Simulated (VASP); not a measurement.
Wanted: the native input for a VASP 6.6.1 run.

| Property | Result |
| --- | --- |
| Task | single point |
| Functional | PBE |
| Dispersion | D3(BJ) |
| Potentials or basis | VASP PAW PBE potentials, release 64 (Se) |
| Cutoff | 520 eV |
| k mesh | 9 × 9 × 8 |
| Occupations | gaussian, width 0.05 eV |
| Spin | no spin polarisation |
| Dipole correction | no |
| Further INCAR settings | ALGO = Normal; EDIFF = 1e-07; NBANDS = 16 |

The structure of Se lies in POSCAR:

```
Se
1.0
    3.9409371099      0.0000000000      0.0000000000
   -1.9704685549      3.4129516519      0.0000000000
    0.0000000000      0.0000000000      5.4641093028
Se
3
Direct
    0.2319818075      0.0000000000      0.3333333333
    0.0000000000      0.2319818075      0.6666666667
    0.7680181925      0.7680181925      0.0000000000
```

This cell differs from its parent crystal: c/a of the conventional cell at fixed volume 1.3865.

The input as run:

INCAR

```
PREC     = Accurate       # precision mode
ENCUT    = 520            # plane-wave cutoff, eV
EDIFF    = 1E-7           # SCF threshold, eV
ISMEAR   = 0              # smearing method
SIGMA    = 0.05           # smearing width, eV
LREAL    = False          # projectors in reciprocal space
LASPH    = True           # aspherical terms in the spheres
NELM     = 100            # most SCF steps
ALGO     = Normal         # electronic algorithm
ISIF     = 2              # what is computed and relaxed
LWAVE    = False          # write WAVECAR
LCHARG   = True           # write CHGCAR
GGA      = PE             # functional
IVDW     = 12             # dispersion correction
LELF     = True           # ELF
LVHAR    = True         
NBANDS   = 16             # bands
```

KPOINTS

```
Automatic mesh
0
Gamma
  9 9 8
```

Potentials or basis: VASP PAW PBE potentials, release 64 (Se).

Launch:

```bash
$ cat potpaw_PBE.64/Se/POTCAR > POTCAR
$ mpirun -np 1 vasp_std > vasp.out
```

It gave:

The pressure is 0.7 GPa. The largest force is 0.571 eV/Å and the band gap on the k mesh is zero (filled and empty bands touch). The dispersion energy per atom is -0.357 eV.

Caveat: pairwise dispersion overbinds metals, which lowers pressure and volume.

Wall time 42 s on 1 thread of AMD EPYC 9R45 96-Core Processor (Zen 5), with other jobs on the host, peak memory 0.2 GiB.
